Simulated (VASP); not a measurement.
# RbBr: single point with HSE06

Crystal: RbBr.

```xyz
2
Lattice="-0.0557 3.4608 3.4608 3.4608 -0.0557 3.4608 3.4051 3.4051 0.0000" Properties=species:S:1:pos:R:3 pbc="T T T"
Rb    0.0000    0.0000    0.0000
Br    3.4051    3.4051    3.4608
```

This cell differs from its parent crystal: shear xy strain -3.2%.

```
Program             : VASP 6.6.1
Task                : single point
Functional          : HSE06
Potentials or basis : VASP PAW PBE potentials, release 64 (Rb_sv, Br)
Cutoff              : 520 eV
k mesh              : 4 × 4 × 4
Occupations         : gaussian, width 0.01 eV
Spin                : no spin polarisation
```

```yaml
Pressure: 0.3 GPa
Band_gap_on_the_k_mesh: 5.41 eV
```

Stress tensor (GPa, compression positive):
```
0.31 0.13 0.00
0.13 0.31 0.00
0.00 0.00 0.31
```

Levels at points of the mesh, in eV from the valence-band top:
```tsv
k point	band 6	band 7	band 8	band 9	band 10	band 11
(0.00, 0.00, 0.00)	-0.05	-0.03	0.00	5.41	8.37	8.50
(0.50, 0.00, 0.00)	-1.00	-0.37	-0.32	7.84	8.78	10.66
(0.50, 0.50, 0.00)	-0.52	-0.23	-0.16	6.75	8.28	10.24
(0.00, 0.00, 0.50)	-0.99	-0.41	-0.37	7.85	8.88	10.73
(0.50, 0.00, 0.50)	-0.52	-0.20	-0.20	6.75	8.27	10.24
```

It took 13 min on 1 thread of AMD EPYC 7R13 Processor (Zen 3) (shared host), peak memory 0.3 GiB.

Caveat: the cell differs from its parent crystal (shear xy strain -3.2%); the PAW data sets were made with another functional, which shifts forces and pressure a little.
